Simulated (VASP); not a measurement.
## Ir: single point with HSE06

Ir:

```
Ir
1.0
     0.00000    1.88971    1.88971
     1.88971    0.00000    1.88971
     1.88971    1.88971    0.00000
Ir
1
Cartesian
  0.0000 0.0000 0.0000
```

```
Program                            : VASP 6.6.1
Task                               : single point
Functional                         : HSE06
Potentials or basis                : VASP PAW PBE potentials, release 64 (Ir)
Cutoff                             : 520 eV
k mesh                             : 8 × 8 × 8
Occupations                        : fermi-dirac, width 0.05 eV
Spin                               : no spin polarisation
Dipole correction                  : no
Grid for exact exchange (PRECFOCK) : Normal
Further INCAR settings             : ALGO = Normal; EDIFF = 1e-06; NBANDS = 10
Screening parameter                : 0.2079 1/Å
```

```
Pressure : 20.1 GPa
```

Levels at points of the mesh, in eV from the Fermi level:
```
           k point  band 1  band 2  band 3  band 4  band 5  band 6  band 7  band 8  band 9
(0.00, 0.00, 0.00)  -12.89   -4.90   -4.90   -4.90   -2.04   -2.04   15.26   21.42   21.42
(0.50, 0.00, 0.00)   -9.70   -5.20   -5.20   -1.11    1.05    1.05    8.80   14.80   21.58
(0.50, 0.50, 0.00)   -9.73   -8.96    0.55    1.72    1.93    1.93   12.37   12.91   12.91
```

It took 33 min on 1 thread of Intel(R) Xeon(R) Platinum 8259CL CPU @ 2.50GHz (Skylake/Cascade Lake), on a shared host, peak memory 0.24 GiB.

Caveat: the PAW data sets were made with another functional, which shifts forces and pressure a little; spin-orbit coupling is left out, which moves the levels of the heavy elements.
